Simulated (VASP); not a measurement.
# CuPd2O4 (I4/mmm) in VASP: single point with r2SCAN

Aim: the single point of CuPd2O4 with r2SCAN.

Program: VASP 6.6.1. These are calculated values, not measurements. Logs are shortened: lines on timing, memory, paths and dates and some standing lists are left out, and cuts for length are marked.

### 1 The cell of the first run

It takes space group I4/mmm (No. 139, tetragonal). The conventional cell has a = 3.513 Å, b = 3.513 Å, c = 10.854 Å, α = 90.00°, β = 90.00°, γ = 90.00°. O (site symmetry mmm) has 2 Cu at 1.76 Å and 4 Pd at 2.37 Å and 4 O at 2.48 Å within 2.5 Å. O (site symmetry -4m2) has 4 Pd at 2.08 Å and 6 O at 2.48 to 2.71 Å within 2.8 Å. Within 2.3 Å of Cu (site symmetry 4/mmm) lie 4 O at 1.76 Å. Within 2.8 Å of Pd (site symmetry 4mm) lie 8 O at 2.08 to 2.37 Å.

### 2 Single point, r2SCAN

POSCAR

```
CuPd2O4
1.0
    0.0000000000      3.5126740000      0.0000000000
    3.5126740000      0.0000000000      0.0000000000
    1.7563370000      1.7563370000     -5.4272230000
O Cu Pd
4 1 2
Direct
    0.5000000000      0.0000000000      0.0000000000
    0.0000000000      0.5000000000      0.0000000000
    0.7500000000      0.2500000000      0.5000000000
    0.2500000000      0.7500000000      0.5000000000
    0.0000000000      0.0000000000      0.0000000000
    0.3531000000      0.3531000000      0.2938000000
    0.6469000000      0.6469000000      0.7062000000
```

INCAR.step1

```
PREC = Accurate ; ENCUT = 520
ISMEAR = 0 ; SIGMA = 0.1168
LREAL = F ; LASPH = T
NELM = 100 ; NBANDS = 36
GGA = PE ; ALGO = Normal
EDIFF = 1E-4 ; LWAVE = T
LCHARG = F
```

INCAR.step2

```
PREC = Accurate ; ENCUT = 520
EDIFF = 1E-7 ; ISMEAR = 0
SIGMA = 0.1168 ; LREAL = F
LASPH = T ; NELM = 100
ALGO = Normal ; ISIF = 2
LWAVE = F ; LCHARG = F
METAGGA = R2SCAN ; LMIXTAU = T
NBANDS = 36 ; ISTART = 1
```

KPOINTS

```
Automatic mesh
0
Gamma
  9 9 9
```

Potentials or basis: VASP PAW PBE potentials, release 64 (O, Cu, Pd).

The run is started by

```bash
> cat potpaw_PBE.64/O/POTCAR potpaw_PBE.64/Cu/POTCAR potpaw_PBE.64/Pd/POTCAR > POTCAR
> cp INCAR.step1 INCAR
> mpirun -np 1 vasp_std > vasp.out
> cp INCAR.step2 INCAR
> mpirun -np 1 vasp_std > vasp.out
```

OUTCAR:

```text
PREC = Accurate
   ENCUT = 520
   EDIFF = 1E-7
   ISMEAR = 0
   LREAL = F
   LASPH = T
   NELM = 100
   ISIF = 2
   METAGGA = R2SCAN
   ISTART = 1

 ion  position               nearest neighbor table
   1  0.500  0.000  0.000-   5 1.76   5 1.76   7 2.37   6 2.37   6 2.37   7 2.37
   2  0.000  0.500  0.000-   5 1.76   5 1.76   7 2.37   6 2.37   7 2.37   6 2.37
   3  0.750  0.250  0.500-   6 2.08   7 2.08   7 2.08   6 2.08
   4  0.250  0.750  0.500-   6 2.08   7 2.08   7 2.08   6 2.08
   5  0.000  0.000  0.000-   1 1.76   2 1.76   2 1.76   1 1.76   6 2.95   7 2.95   7 2.95   6 2.95
                             7 2.95   6 2.95   7 2.95   6 2.95
   6  0.353  0.353  0.294-   4 2.08   3 2.08   3 2.08   4 2.08   1 2.37   2 2.37   2 2.37   1 2.37
                             5 2.95   5 2.95   5 2.95   5 2.95   7 3.19   7 3.34   7 3.34   7 3.34
   7  0.647  0.647  0.706-   4 2.08   3 2.08   3 2.08   4 2.08   1 2.37   2 2.37   1 2.37   2 2.37
                             5 2.95   5 2.95   5 2.95   5 2.95   6 3.19   6 3.34   6 3.34   6 3.34

  LATTYP: Found a body centered tetragonal cell.
 ALAT       =     3.5126740000
 C/A-ratio  =     3.0900806622

  Lattice vectors:

 A1 = (  -1.7563370000,   1.7563370000,   5.4272230000)
 A2 = (   1.7563370000,  -1.7563370000,   5.4272230000)
 A3 = (   1.7563370000,   1.7563370000,  -5.4272230000)

Analysis of symmetry for initial positions (statically):
=====================================================================
 Subroutine PRICEL returns:
 Original cell was already a primitive cell.

 Routine SETGRP: Setting up the symmetry group for a
 body centered tetragonal supercell.

 Subroutine GETGRP returns: Found 16 space group operations
 (whereof 16 operations were pure point group operations)
 out of a pool of 16 trial point group operations.

The static configuration has the point symmetry D_4h.

Analysis of symmetry for dynamics (positions and initial velocities):
=====================================================================
 Subroutine PRICEL returns:
 Original cell was already a primitive cell.

 Routine SETGRP: Setting up the symmetry group for a
 body centered tetragonal supercell.

 Subroutine GETGRP returns: Found 16 space group operations
 (whereof 16 operations were pure point group operations)
 out of a pool of 16 trial point group operations.

The dynamic configuration has the point symmetry D_4h.

 Subroutine INISYM returns: Found 16 space group operations
 (whereof 16 operations are pure point group operations),
 and found     1 'primitive' translations

----------------------------------------------------------------------------------------

                                     Primitive cell

  volume of cell :      66.9658

  direct lattice vectors                    reciprocal lattice vectors
     0.000000000  3.512674000  0.000000000     0.000000000  0.284683406  0.092128147
     3.512674000  0.000000000  0.000000000     0.284683406  0.000000000  0.092128147
     1.756337000  1.756337000 -5.427223000     0.000000000  0.000000000 -0.184256295

  length of vectors
     3.512674000  3.512674000  5.968600238     0.299219380  0.299219380  0.184256295

  position of ions in fractional coordinates (direct lattice)
     0.500000000  0.000000000  0.000000000
     0.000000000  0.500000000  0.000000000
     0.750000000  0.250000000  0.500000000
     0.250000000  0.750000000  0.500000000
     0.000000000  0.000000000  0.000000000
     0.353100000  0.353100000  0.293800000
     0.646900000  0.646900000  0.706200000

  ion indices of the primitive-cell ions
   primitive index   ion index
                 1           1
                 2           2
                 3           3
                 4           4
                 5           5
                 6           6
                 7           7

----------------------------------------------------------------------------------------

 KPOINTS: Automatic mesh

Automatic generation of k-mesh.
 Grid dimensions read from file:
 generate k-points for:    9    9    9

 Generating k-lattice:

  Cartesian coordinates                     Fractional coordinates (reciprocal lattice)
     0.000000000  0.031631490  0.010236461     0.111111111  0.000000000  0.000000000
     0.031631490  0.000000000  0.010236461     0.000000000  0.111111111  0.000000000
     0.000000000  0.000000000 -0.020472922     0.000000000  0.000000000  0.111111111

  Length of vectors
     0.033246598  0.033246598  0.020472922

  Shift w.r.t. Gamma in fractional coordinates (k-lattice)
     0.000000000  0.000000000  0.000000000

 Subroutine IBZKPT returns following result:
 ===========================================

 Found     75 irreducible k-points:

 Following reciprocal coordinates:
            Coordinates               Weight
  0.000000  0.000000  0.000000      1.000000
  0.111111  0.000000  0.000000      8.000000
  0.222222  0.000000  0.000000      8.000000
  0.333333  0.000000  0.000000      8.000000
  0.444444  0.000000  0.000000      8.000000
  0.111111  0.111111  0.000000      8.000000
[... 16 lines left out ...]
 -0.333333  0.333333  0.000000      4.000000
  0.444444  0.444444  0.000000      8.000000
 [... further k-points ...]
   k-points           NKPTS =     75   k-points in BZ     NKDIM =     75   number of bands    NBANDS=     36
   number of dos      NEDOS =    301   number of ions     NIONS =      7
   total plane-waves  NPLWV =  37632
   dimension x,y,z NGX =    28 NGY =   28 NGZ =   48
   dimension x,y,z NGXF=    56 NGYF=   56 NGZF=   96
   ions per type =               4   1   2
   NGX,Y,Z   is equivalent  to a cutoff of  13.25, 13.25, 13.37 a.u.
   NGXF,Y,Z  is equivalent  to a cutoff of  26.50, 26.50, 26.74 a.u.
 SYSTEM =  unknown system
   PREC   = accura    normal or accurate (medium, high low for compatibility)
   ISTART =      1    job   : 0-new  1-cont  2-samecut
   ICHARG =      0    charge: 1-file 2-atom 10-const
   ISPIN  =      1    spin polarized calculation?
   LNONCOLLINEAR =      F non collinear calculations
   LSORBIT =      F    spin-orbit coupling
   LASPH  =      T    aspherical Exc in radial PAW
   ENCUT  =  520.0 eV  38.22 Ry    6.18 a.u.   6.53  6.53 11.10*2*pi/ulx,y,z
   NELM   =    100;   NELMIN=  2; NELMDL=  0     # of ELM steps
   EDIFF  = 0.1E-06   stopping-criterion for ELM
   LREAL  =      F    real-space projection
   EDIFFG = 0.1E-05   stopping-criterion for IOM
   NSW    =      0    number of steps for IOM
   IBRION =     -1    ionic relax: 0-MD 1-quasi-New 2-CG
   NFREE  =      0    steps in history (QN), initial steepest desc. (CG)
   ISIF   =      2    stress and relaxation
   ISYM   =      2    0-nonsym 1-usesym 2-fastsym
   POTIM  = 0.5000    time-step for ionic-motion
   TEBEG  =    0.0;   TEEND  =   0.0 temperature during run
   PSTRESS=    0.0 pullay stress
   NELECT =      55.0000    total number of electrons
   NUPDOWN=      -1.0000    fix difference up-down
   EMIN   =  10.00;   EMAX   =-10.00  energy-range for DOS
   EFERMI =   0.00;   METHOD = LEGACY
   ISMEAR =     0;   SIGMA  =   0.12  broadening in eV -4-tet -1-fermi 0-gaus
   EFERMI_NEDOS =   21; number of points for ismear=-14 and -15
   IALGO  =     38    algorithm
   IMIX   =      4    mixing-type and parameters
     AMIX     =   0.40;   BMIX     =  1.00
     AMIX_MAG =   1.60;   BMIX_MAG =  1.00
  volume/ion in A,a.u.               =       9.57        64.56
  Fermi-wavevector in a.u.,A,eV,Ry     =   1.533126  2.897189 31.980172  2.350476
  Thomas-Fermi vector in A             =   2.640237
   LORBIT       =      0    0 simple, 1 ext, 2 COOP (PROOUT), +10 PAW based schemes
   METAGGA = R2SCAN    functional components
   LHFCALC =     F    Hartree Fock is set to
   AEXX    =    0.0000 exact exchange contribution
   IVDW    =     0    specifies the selected vdW correction
   LEPSILON=     F    determine dielectric tensor
   LRPA    =     F    only Hartree local field effects (RPA)
 non-spin polarized calculation
 Gauss-broadening in eV      SIGMA  =   0.12
  energy-cutoff  :      520.00
  volume of cell :       66.97
 maximum number of plane-waves:      1828
 NGX is ok and might be reduce to    28
   NGX = 13   NGY = 13   NGZ = 23

 number of electron      54.9999992 magnetization

 Free energy of the ion-electron system (eV)
  ---------------------------------------------------
  ext. energy  EPLUGINS =         0.00000000
  ---------------------------------------------------
  free energy    TOTEN  =       -80.51298935 eV

  energy without entropy =      -80.46910994  energy(sigma->0) =      -80.49104965

 E-fermi :   8.1045     XC(G=0): -13.6114

 val. band max:        8.1039066723   @ k =  -0.1111   0.0000   0.1111
 cond. band min:       8.1052766503   @ k =   0.2222   0.2222   0.1111
 fundamental gap:      0.0013699780
 Fermi energy:         8.1044534069

 k-point     1 :       0.0000    0.0000    0.0000
  band No.  band energies     occupation
      1     -14.0490      2.00000
      2     -12.8810      2.00000
      3     -11.9439      2.00000
      4     -11.3570      2.00000
      5      -0.3889      2.00000
      6       0.5553      2.00000
[... 28 lines left out ...]
     35      19.1303      0.00000
     36      19.2823      0.00000

 k-point     2 :       0.1111    0.0000    0.0000
  band No.  band energies     occupation
      1     -13.9654      2.00000
      2     -12.8429      2.00000
      3     -11.9798      2.00000
      4     -11.4018      2.00000
      5      -0.2730      2.00000
      6       0.5322      2.00000
[... 28 lines left out ...]
     35      19.0733      0.00000
     36      19.6421      0.00000
[... 817 lines left out ...]
     35      17.6786      0.00000
     36      20.4259      0.00000

 k-point    24 :       0.4444    0.4444    0.0000
  band No.  band energies     occupation
      1     -12.4586      2.00000
      2     -12.4352      2.00000
      3     -12.1263      2.00000
      4     -12.0209      2.00000
      5      -1.4516      2.00000
      6      -0.8412      2.00000
[... 28 lines left out ...]
     35      18.0016      0.00000
     36      18.8071      0.00000

 [... further k-points ...]

------------------------ aborting loop because EDIFF is reached ----------------------------------------

  FORCE on cell =-STRESS in cart. coord.  units (eV):
  Direction    XX          YY          ZZ          XY          YZ          ZX
  --------------------------------------------------------------------------------------
  -------------------------------------------------------------------------------------
  Total       18.4413388     18.4413388      4.6141549      0.0000000     -0.0000000      0.0000000
  in kB      441.2143922    441.2143922    110.3949983      0.0000000     -0.0000000      0.0000000
  external PRESSURE =     330.9412609 kB  Pullay stress =       0.0000000 kB

 VOLUME and BASIS-vectors are now :
 -----------------------------------------------------------------------------
  energy-cutoff  :      520.00
  volume of cell :       66.97
      direct lattice vectors                 reciprocal lattice vectors
     0.000000000  3.512674000  0.000000000     0.000000000  0.284683406  0.092128147
     3.512674000  0.000000000  0.000000000     0.284683406  0.000000000  0.092128147
     1.756337000  1.756337000 -5.427223000     0.000000000  0.000000000 -0.184256295

 POSITION                                       TOTAL-FORCE (eV/Angst)
 -----------------------------------------------------------------------------------
      0.00000      1.75634      0.00000         0.000000     -0.000000      0.000000
      1.75634      0.00000      0.00000         0.000000     -0.000000      0.000000
      1.75634      3.51267     -2.71361        -0.000000      0.000000      0.000000
      3.51267      1.75634     -2.71361         0.000000     -0.000000      0.000000
      0.00000      0.00000      0.00000         0.000000     -0.000000      0.000000
      1.75634      1.75634     -1.59452        -0.000000     -0.000000      0.444039
      3.51267      3.51267     -3.83270         0.000000      0.000000     -0.444039
 -----------------------------------------------------------------------------------
    total drift:                                0.000000      0.000000     -0.000000

  FREE ENERGIE OF THE ION-ELECTRON SYSTEM (eV)
  ---------------------------------------------------
  free  energy   TOTEN  =       -80.5129893513 eV

  energy  without entropy=      -80.4691099422  energy(sigma->0) =      -80.49104965
```

Run time: 26 min. Hardware: 1 thread of AMD EPYC 7R43 (Zen 3), shared host; peak memory 0.27 GiB.

What came out:

```yaml
Free_energy: -80.5130 eV
Pressure: 33.1 GPa
Largest_force: 0.444 eV/Å
Band_gap_on_the_k_mesh: zero (an odd number of electrons rules out a gap without spin polarisation)
```

Forces on the atoms (eV/Å):
```
O    0.000  0.000  0.000
O    0.000  0.000  0.000
O    0.000  0.000  0.000
O    0.000  0.000  0.000
Cu   0.000  0.000  0.000
Pd   0.000  0.000  0.444
Pd   0.000  0.000 -0.444
```

Levels at points of the mesh, in eV from the Fermi level:
```
           k point  band 26  band 27  band 28  band 29  band 30  band 31
(0.00, 0.00, 0.00)    -0.48    -0.22    -0.22     0.70     0.70     1.21
```

Caveat: the stress differs along the axes, from 11 to 44 GPa; the PAW data sets were made with another functional, which shifts forces and pressure a little; an odd number of electrons without spin polarisation forces a metal; a magnetic or distorted state may lie lower; semilocal functionals often make such compounds metallic where correlation or magnetic order opens a gap, which also shifts bond lengths. With open d or f shells a metallic result of r2SCAN can be an artefact of self-interaction; +U or a hybrid may open a gap.
